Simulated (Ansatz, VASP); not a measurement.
**One calculation of Os3C, two programs**

```
CELL_PARAMETERS angstrom
3.76026 0.00000 0.00000
0.00000 3.76026 0.00000
0.00000 0.00000 3.76026
ATOMIC_POSITIONS crystal
Os 0.00000 0.50000 0.50000
Os 0.50000 0.00000 0.50000
Os 0.50000 0.50000 0.00000
C 0.00000 0.00000 0.00000
```

Alike in both runs: task relaxation of cell and atoms; functional PBE; k mesh 12 × 12 × 12; occupations gaussian, width 0.1 eV; no spin polarisation.

```csv
,VASP,Ansatz
version,VASP 6.6.1,Ansatz 0.2.0
potentials or method,"VASP PAW PBE potentials, release 64 (Os, C), cutoff 600 eV","scalar-relativistic, plane waves, PAW"
valence electrons in the cell,28,52
```

```csv
,VASP,Ansatz,Ansatz less VASP
"gap on the k mesh at the Fermi level, each at its own relaxed structure (eV)",none,none,-
relaxed volume (Å³/atom),13.31,13.29,-0.017
relaxed length of the cell vector where the two differ most in proportion (Å),3.762,3.760,-0.0016
```

A gap of «none» marks a metal or a gap that the smearing closes. VASP's potentials hold 28 valence electrons a cell and Ansatz's 52, so a difference there can come from the potentials and not from the codes.

Neither program's run includes spin-orbit coupling.
